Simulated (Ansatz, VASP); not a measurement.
Zn2O: VASP beside Ansatz

```xyz
6
Lattice="3.1692 0.0000 0.0000 -1.5846 2.7446 0.0000 0.0000 0.0000 9.5705" Properties=species:S:1:pos:R:3 pbc="T T T"
Zn    0.0000    1.8297    2.6154
Zn    1.5846    0.9149    5.4349
Zn    0.0000    0.0000    9.4500
Zn    0.0000    1.8297    7.5715
O     0.0000    0.0000    1.8364
O     0.0000    1.8297    4.5692
```

Alike in both runs: functional PBE; k mesh 12 × 12 × 4; occupations gaussian, width 0.1 eV; no spin polarisation.

Ansatz relaxed the structure, and its values are those at the end. VASP's run is a single point on that final structure, the one shown.

|  | VASP | Ansatz |
| --- | --- | --- |
| version | VASP 6.6.1 | Ansatz 0.2.0 |
| potentials or method | VASP PAW PBE potentials, release 64 (Zn, O), cutoff 520 eV | scalar-relativistic, plane waves, PAW |
| valence electrons in the cell | 60 | 60 |

```tsv
	VASP	Ansatz	Ansatz less VASP
gap on the k mesh at the Fermi level (eV)	none	none	-
pressure (GPa)	0.6	0.0	-0.63
rms of the force components (eV/Å)	0.019	0.001	-0.0188
```

A gap of «none» marks a metal or a gap that the smearing closes. The functional is the same, so the differences come from potentials, cutoffs and numerics.
